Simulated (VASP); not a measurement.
# MgO (zincblende type) (F-43m) in VASP: further runs

MgO (zincblende type) is run at these levels: PBE; tasks: single point.

All numbers are computed with VASP 6.6.1; they aren't measurements. Logs are shortened: lines on timing, memory, paths and dates and some standing lists are left out, and cuts for length are marked.

## 1. The cell of the first run

It takes space group F-43m (No. 216, cubic). The conventional cell has a = 4.642 Å, b = 4.642 Å, c = 4.642 Å, α = 90.00°, β = 90.00°, γ = 90.00°. Within 2.7 Å of Mg (site symmetry -43m) lie 4 O at 2.01 Å. Within 2.7 Å of O (site symmetry -43m) lie 4 Mg at 2.01 Å.

## 2. Single point, PBE (volume scaled by 1.02)

INCAR

```
SYSTEM = MgO
PREC = Accurate ; ENCUT = 520
EDIFF = 1E-6 ; ISMEAR = -1
SIGMA = 0.08 ; LREAL = .False.
LASPH = .True. ; NELM = 100
ALGO = Normal ; ISIF = 2
LWAVE = .False. ; LCHARG = .True.
GGA = PE ; LELF = .True.
LVHAR = .True. ; NBANDS = 11
```

KPOINTS

```
regular mesh
0
Gamma
  13 13 13
  0 0 0
```

POSCAR

```
MgO
1.0
    0.0000000000      2.3211654829      2.3211654829
    2.3211654829      0.0000000000      2.3211654829
    2.3211654829      2.3211654829      0.0000000000
Mg O
1 1
Direct
    0.0000000000      0.0000000000      0.0000000000
    0.2500000000      0.2500000000      0.2500000000
```

Potentials or basis: VASP PAW PBE potentials, release 64 (Mg, O).

On the command line:

```bash
$ cat potpaw_PBE.64/Mg/POTCAR potpaw_PBE.64/O/POTCAR > POTCAR
$ mpirun -np 1 vasp_std > vasp.out
```

OUTCAR:

```text
SYSTEM = MgO
   PREC = Accurate
   ENCUT = 520
   EDIFF = 1E-6
   ISMEAR = -1
   LREAL = .False.
   LASPH = .True.
   NELM = 100
   ISIF = 2
   GGA = PE

 ion  position               nearest neighbor table
   1  0.000  0.000  0.000-   2 2.01   2 2.01   2 2.01   2 2.01
   2  0.250  0.250  0.250-   1 2.01   1 2.01   1 2.01   1 2.01

  LATTYP: Found a face centered cubic cell.
 ALAT       =     4.6423309658

  Lattice vectors:

 A1 = (   0.0000000000,   2.3211654829,   2.3211654829)
 A2 = (   2.3211654829,   0.0000000000,   2.3211654829)
 A3 = (   2.3211654829,   2.3211654829,   0.0000000000)

Analysis of symmetry for initial positions (statically):
=====================================================================
 Subroutine PRICEL returns:
 Original cell was already a primitive cell.

 Routine SETGRP: Setting up the symmetry group for a
 face centered cubic supercell.

 Subroutine GETGRP returns: Found 24 space group operations
 (whereof 24 operations were pure point group operations)
 out of a pool of 48 trial point group operations.

The static configuration has the point symmetry T_d .

Analysis of symmetry for dynamics (positions and initial velocities):
=====================================================================
 Subroutine PRICEL returns:
 Original cell was already a primitive cell.

 Routine SETGRP: Setting up the symmetry group for a
 face centered cubic supercell.

 Subroutine GETGRP returns: Found 24 space group operations
 (whereof 24 operations were pure point group operations)
 out of a pool of 48 trial point group operations.

The dynamic configuration has the point symmetry T_d .

 Subroutine INISYM returns: Found 24 space group operations
 (whereof 24 operations are pure point group operations),
 and found     1 'primitive' translations

----------------------------------------------------------------------------------------

                                     Primitive cell

  volume of cell :      25.0120

  direct lattice vectors                    reciprocal lattice vectors
     0.000000000  2.321165483  2.321165483    -0.215409028  0.215409028  0.215409028
     2.321165483  0.000000000  2.321165483     0.215409028 -0.215409028  0.215409028
     2.321165483  2.321165483  0.000000000     0.215409028  0.215409028 -0.215409028

  length of vectors
     3.282623706  3.282623706  3.282623706     0.373099381  0.373099381  0.373099381

  position of ions in fractional coordinates (direct lattice)
     0.000000000  0.000000000  0.000000000
     0.250000000  0.250000000  0.250000000

  ion indices of the primitive-cell ions
   primitive index   ion index
                 1           1
                 2           2

----------------------------------------------------------------------------------------

 KPOINTS: regular mesh

Automatic generation of k-mesh.
 Grid dimensions read from file:
 generate k-points for:   13   13   13

 Generating k-lattice:

  Cartesian coordinates                     Fractional coordinates (reciprocal lattice)
    -0.016569925  0.016569925  0.016569925     0.076923077  0.000000000  0.000000000
     0.016569925 -0.016569925  0.016569925     0.000000000  0.076923077  0.000000000
     0.016569925  0.016569925 -0.016569925     0.000000000  0.000000000  0.076923077

  Length of vectors
     0.028699952  0.028699952  0.028699952

  Shift w.r.t. Gamma in fractional coordinates (k-lattice)
     0.000000000  0.000000000  0.000000000

 Subroutine IBZKPT returns following result:
 ===========================================

 Found     84 irreducible k-points:

 Following reciprocal coordinates:
            Coordinates               Weight
  0.000000  0.000000  0.000000      1.000000
  0.076923  0.000000  0.000000      8.000000
  0.153846  0.000000  0.000000      8.000000
  0.230769  0.000000  0.000000      8.000000
  0.307692  0.000000  0.000000      8.000000
  0.384615  0.000000  0.000000      8.000000
[... 16 lines left out ...]
  0.384615  0.153846  0.000000     24.000000
  0.461538  0.153846  0.000000     24.000000
 [... further k-points ...]
   k-points           NKPTS =     84   k-points in BZ     NKDIM =     84   number of bands    NBANDS=     11
   number of dos      NEDOS =    301   number of ions     NIONS =      2
   total plane-waves  NPLWV =  13824
   dimension x,y,z NGX =    24 NGY =   24 NGZ =   24
   dimension x,y,z NGXF=    48 NGYF=   48 NGZF=   48
   ions per type =               1   1
   NGX,Y,Z   is equivalent  to a cutoff of  12.15, 12.15, 12.15 a.u.
   NGXF,Y,Z  is equivalent  to a cutoff of  24.31, 24.31, 24.31 a.u.
 SYSTEM =  MgO
   PREC   = accura    normal or accurate (medium, high low for compatibility)
   ISTART =      0    job   : 0-new  1-cont  2-samecut
   ICHARG =      2    charge: 1-file 2-atom 10-const
   ISPIN  =      1    spin polarized calculation?
   LNONCOLLINEAR =      F non collinear calculations
   LSORBIT =      F    spin-orbit coupling
   LASPH  =      T    aspherical Exc in radial PAW
   ENCUT  =  520.0 eV  38.22 Ry    6.18 a.u.   6.10  6.10  6.10*2*pi/ulx,y,z
   NELM   =    100;   NELMIN=  2; NELMDL= -5     # of ELM steps
   EDIFF  = 0.1E-05   stopping-criterion for ELM
   LREAL  =      F    real-space projection
   EDIFFG = 0.1E-04   stopping-criterion for IOM
   NSW    =      0    number of steps for IOM
   IBRION =     -1    ionic relax: 0-MD 1-quasi-New 2-CG
   NFREE  =      0    steps in history (QN), initial steepest desc. (CG)
   ISIF   =      2    stress and relaxation
   ISYM   =      2    0-nonsym 1-usesym 2-fastsym
   POTIM  = 0.5000    time-step for ionic-motion
   TEBEG  =    0.0;   TEEND  =   0.0 temperature during run
   PSTRESS=    0.0 pullay stress
   NELECT =       8.0000    total number of electrons
   NUPDOWN=      -1.0000    fix difference up-down
   EMIN   =  10.00;   EMAX   =-10.00  energy-range for DOS
   EFERMI =   0.00;   METHOD = LEGACY
   ISMEAR =    -1;   SIGMA  =   0.08  broadening in eV -4-tet -1-fermi 0-gaus
   EFERMI_NEDOS =   21; number of points for ismear=-14 and -15
   IALGO  =     38    algorithm
   IMIX   =      4    mixing-type and parameters
     AMIX     =   0.40;   BMIX     =  1.00
     AMIX_MAG =   1.60;   BMIX_MAG =  1.00
  volume/ion in A,a.u.               =      12.51        84.39
  Fermi-wavevector in a.u.,A,eV,Ry     =   1.119581  2.115701 17.054371  1.253461
  Thomas-Fermi vector in A             =   2.256221
   LORBIT       =      0    0 simple, 1 ext, 2 COOP (PROOUT), +10 PAW based schemes
   GGA     = PE    functional components
   LHFCALC =     F    Hartree Fock is set to
   AEXX    =    0.0000 exact exchange contribution
   IVDW    =     0    specifies the selected vdW correction
   LEPSILON=     F    determine dielectric tensor
   LRPA    =     F    only Hartree local field effects (RPA)
 non-spin polarized calculation
  energy-cutoff  :      520.00
  volume of cell :       25.01
 maximum number of plane-waves:       686
   NGX = 13   NGY = 13   NGZ = 13

 number of electron       7.9999996 magnetization

 Free energy of the ion-electron system (eV)
  ---------------------------------------------------
  ext. energy  EPLUGINS =         0.00000000
  ---------------------------------------------------
  free energy    TOTEN  =       -11.69714107 eV

  energy without entropy =      -11.69714107  energy(sigma->0) =      -11.69714107

 E-fermi :   2.3577     XC(G=0):  -9.5036

 val. band max:        0.5315251322   @ k =   0.0000   0.0000   0.0000
 cond. band min:       3.8906736047   @ k =   0.0000   0.0000   0.0000
 fundamental gap:      3.3591484726
 Fermi energy:         2.3577495218

 k-point     1 :       0.0000    0.0000    0.0000
  band No.  band energies     occupation
      1     -15.2259      2.00000
      2       0.5315      2.00000
      3       0.5315      2.00000
      4       0.5315      2.00000
      5       3.8907      0.00000
      6      16.7901      0.00000
      7      16.7901      0.00000
      8      16.7901      0.00000
      9      20.3709      0.00000
     10      20.3709      0.00000
     11      20.3709      0.00000

 k-point     2 :       0.0769    0.0000    0.0000
  band No.  band energies     occupation
      1     -15.1943      2.00000
      2       0.2395      2.00000
      3       0.5207      2.00000
      4       0.5207      2.00000
      5       4.2344      0.00000
      6      16.2446      0.00000
      7      16.7995      0.00000
      8      16.7995      0.00000
      9      19.2249      0.00000
     10      19.2249      0.00000
     11      20.0013      0.00000

 k-point     3 :       0.1538    0.0000    0.0000
  band No.  band energies     occupation
      1     -15.1043      2.00000
      2      -0.3947      2.00000
      3       0.4910      2.00000
      4       0.4910      2.00000
      5       5.0220      0.00000
      6      15.0182      0.00000
      7      16.6143      0.00000
      8      16.6143      0.00000
      9      18.7092      0.00000
     10      18.7092      0.00000
     11      19.5280      0.00000

 k-point     4 :       0.2308    0.0000    0.0000
  band No.  band energies     occupation
      1     -14.9739      2.00000
      2      -1.0800      2.00000
      3       0.4498      2.00000
      4       0.4498      2.00000
      5       5.9614      0.00000
      6      13.6282      0.00000
      7      16.0592      0.00000
      8      16.0592      0.00000
      9      19.0251      0.00000
     10      19.0251      0.00000
     11      19.2436      0.00000
[... 239 lines left out ...]
 k-point    22 :       0.3077    0.1538    0.0000
  band No.  band energies     occupation
      1     -14.8429      2.00000
      2      -1.3279      2.00000
      3       0.2234      2.00000
      4       0.2377      2.00000
      5       6.7172      0.00000
      6      12.9029      0.00000
      7      14.4804      0.00000
      8      16.0231      0.00000
      9      17.4417      0.00000
     10      21.3050      0.00000
     11      21.6974      0.00000

 k-point    23 :       0.3846    0.1538    0.0000
  band No.  band energies     occupation
      1     -14.7171      2.00000
      2      -1.7427      2.00000
      3       0.1102      2.00000
      4       0.2080      2.00000
      5       7.5248      0.00000
      6      11.7738      0.00000
      7      14.1302      0.00000
      8      15.6454      0.00000
      9      18.1231      0.00000
     10      21.7892      0.00000
     11      21.8045      0.00000

 k-point    24 :       0.4615    0.1538    0.0000
  band No.  band energies     occupation
      1     -14.6206      2.00000
      2      -2.0233      2.00000
      3      -0.0120      2.00000
      4       0.2116      2.00000
      5       8.3366      0.00000
      6      10.7679      0.00000
      7      13.9511      0.00000
      8      15.3209      0.00000
      9      18.8654      0.00000
     10      22.0304      0.00000
     11      22.0854      0.00000

 [... further k-points ...]

------------------------ aborting loop because EDIFF is reached ----------------------------------------

  FORCE on cell =-STRESS in cart. coord.  units (eV):
  Direction    XX          YY          ZZ          XY          YZ          ZX
  --------------------------------------------------------------------------------------
  -------------------------------------------------------------------------------------
  Total       -0.3951812     -0.3951812     -0.3951812      0.0000000      0.0000000      0.0000000
  in kB      -25.3138689    -25.3138689    -25.3138689      0.0000000      0.0000000      0.0000000
  external PRESSURE =     -25.3138689 kB  Pullay stress =       0.0000000 kB

 VOLUME and BASIS-vectors are now :
 -----------------------------------------------------------------------------
  energy-cutoff  :      520.00
  volume of cell :       25.01
      direct lattice vectors                 reciprocal lattice vectors
     0.000000000  2.321165483  2.321165483    -0.215409028  0.215409028  0.215409028
     2.321165483  0.000000000  2.321165483     0.215409028 -0.215409028  0.215409028
     2.321165483  2.321165483  0.000000000     0.215409028  0.215409028 -0.215409028

 POSITION                                       TOTAL-FORCE (eV/Angst)
 -----------------------------------------------------------------------------------
      0.00000      0.00000      0.00000        -0.000000     -0.000000     -0.000000
      1.16058      1.16058      1.16058         0.000000      0.000000      0.000000
 -----------------------------------------------------------------------------------
    total drift:                                0.000000      0.000000      0.000000

  FREE ENERGIE OF THE ION-ELECTRON SYSTEM (eV)
  ---------------------------------------------------
  free  energy   TOTEN  =       -11.6971410711 eV

  energy  without entropy=      -11.6971410710  energy(sigma->0) =      -11.69714107
```

It took 6.1 s on 1 thread of Intel Xeon 6975P-C (Granite Rapids), shared host; peak memory 0.15 GiB.

What came out:

```
Free energy            : -11.6971 eV
Pressure               : -2.5 GPa
Band gap on the k mesh : 3.36 eV, direct
```

 A k mesh can miss the band edges.

## 3. Single point, PBE (volume scaled by 1.06)

INCAR

```
SYSTEM = MgO
  ALGO = Normal
  EDIFF = 1E-7
  ENCUT = 520
  GGA = PE
  ISIF = 2
  ISMEAR = -1
  LASPH = .True.
  LCHARG = .True.
  LELF = .True.
  LREAL = .False.
  LVHAR = .True.
  LWAVE = .False.
  NBANDS = 11
  NELM = 60
  PREC = Accurate
  SIGMA = 0.08
```

KPOINTS

```
k-points
0
Gamma
  13 13 13
  0 0 0
```

POSCAR

```
MgO
1.0
    0.0000000000      2.3511193090      2.3511193090
    2.3511193090      0.0000000000      2.3511193090
    2.3511193090      2.3511193090      0.0000000000
Mg O
1 1
Direct
    0.0000000000      0.0000000000      0.0000000000
    0.2500000000      0.2500000000      0.2500000000
```

Potentials or basis: VASP PAW PBE potentials, release 64 (Mg, O).

On the command line:

```bash
$ cat potpaw_PBE.64/Mg/POTCAR potpaw_PBE.64/O/POTCAR > POTCAR
$ mpirun -np 1 vasp_std > vasp.out
```

OUTCAR:

```text
SYSTEM = MgO
   EDIFF = 1E-7
   ENCUT = 520
   GGA = PE
   ISIF = 2
   ISMEAR = -1
   LASPH = .True.
   LREAL = .False.
   NELM = 60
   PREC = Accurate

 ion  position               nearest neighbor table
   1  0.000  0.000  0.000-   2 2.04   2 2.04   2 2.04   2 2.04
   2  0.250  0.250  0.250-   1 2.04   1 2.04   1 2.04   1 2.04

  LATTYP: Found a face centered cubic cell.
 ALAT       =     4.7022386180

  Lattice vectors:

 A1 = (   0.0000000000,   2.3511193090,   2.3511193090)
[... 522 lines left out ...]
------------------------ aborting loop because EDIFF is reached ----------------------------------------

  FORCE on cell =-STRESS in cart. coord.  units (eV):
  Direction    XX          YY          ZZ          XY          YZ          ZX
  --------------------------------------------------------------------------------------
  -------------------------------------------------------------------------------------
  Total       -1.0186846     -1.0186846     -1.0186846      0.0000000      0.0000000      0.0000000
  in kB      -62.7908444    -62.7908444    -62.7908444      0.0000000      0.0000000      0.0000000
  external PRESSURE =     -62.7908444 kB  Pullay stress =       0.0000000 kB

 VOLUME and BASIS-vectors are now :
 -----------------------------------------------------------------------------
  energy-cutoff  :      520.00
  volume of cell :       25.99
      direct lattice vectors                 reciprocal lattice vectors
     0.000000000  2.351119309  2.351119309    -0.212664665  0.212664665  0.212664665
     2.351119309  0.000000000  2.351119309     0.212664665 -0.212664665  0.212664665
     2.351119309  2.351119309  0.000000000     0.212664665  0.212664665 -0.212664665

 POSITION                                       TOTAL-FORCE (eV/Angst)
 -----------------------------------------------------------------------------------
      0.00000      0.00000      0.00000        -0.000000      0.000000     -0.000000
      1.17556      1.17556      1.17556         0.000000     -0.000000      0.000000
 -----------------------------------------------------------------------------------
    total drift:                               -0.000000     -0.000000     -0.000000

  FREE ENERGIE OF THE ION-ELECTRON SYSTEM (eV)
  ---------------------------------------------------
  free  energy   TOTEN  =       -11.6706290677 eV

  energy  without entropy=      -11.6706290675  energy(sigma->0) =      -11.67062907
```

Wall time 12 s (1 thread of Intel Xeon 6975P-C (Granite Rapids), shared host); peak memory 0.17 GiB.

Results:

| Item | Value |
| --- | --- |
| Free energy | -11.6706 eV |
| Pressure | -6.3 GPa |
| Band gap on the k mesh | 3.16 eV, direct |

 A k mesh can miss the band edges.
